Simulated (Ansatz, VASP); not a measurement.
One calculation of BN, two programs

```xyz
8
Lattice="4.4312 0.0000 0.0000 0.0000 4.4312 0.0000 0.0000 0.0000 2.5380" Properties=species:S:1:pos:R:3 pbc="T T T"
B     0.7716    3.6596    1.2690
B     1.4440    1.4440    0.0000
B     2.9872    2.9872    0.0000
B     3.6596    0.7716    1.2690
N     3.5999    3.5999    1.2690
N     1.3843    3.0469    0.0000
N     3.0469    1.3843    0.0000
N     0.8313    0.8313    1.2690
```

Alike in both runs: task single point; functional PBEsol; k mesh 6 × 6 × 10; occupations gaussian, width 0.05 eV; no spin polarisation.

```csv
,VASP,Ansatz
version,VASP 6.6.1,Ansatz 0.2.0
potentials or method,"VASP PAW PBE potentials, release 64 (B, N), cutoff 520 eV","scalar-relativistic, plane waves, PAW"
valence electrons in the cell,32,32
```

```tsv
	VASP	Ansatz	Ansatz less VASP
gap on the k mesh at the Fermi level (eV)	4.61	4.63	+0.012
least direct gap on the mesh (eV)	5.73	5.74	+0.012
pressure (GPa)	-4.4	-5.0	-0.65
traceless stress, the component that is largest in VASP (GPa)	3.83	3.68	-0.145
rms of the force components (eV/Å)	0.041	0.041	-0.0001
```

VASP's potentials were made for PBE, not for PBEsol, and Ansatz warns of the same on its side. Atom by atom the forces differ by 0.002 eV/Å (rms over components).
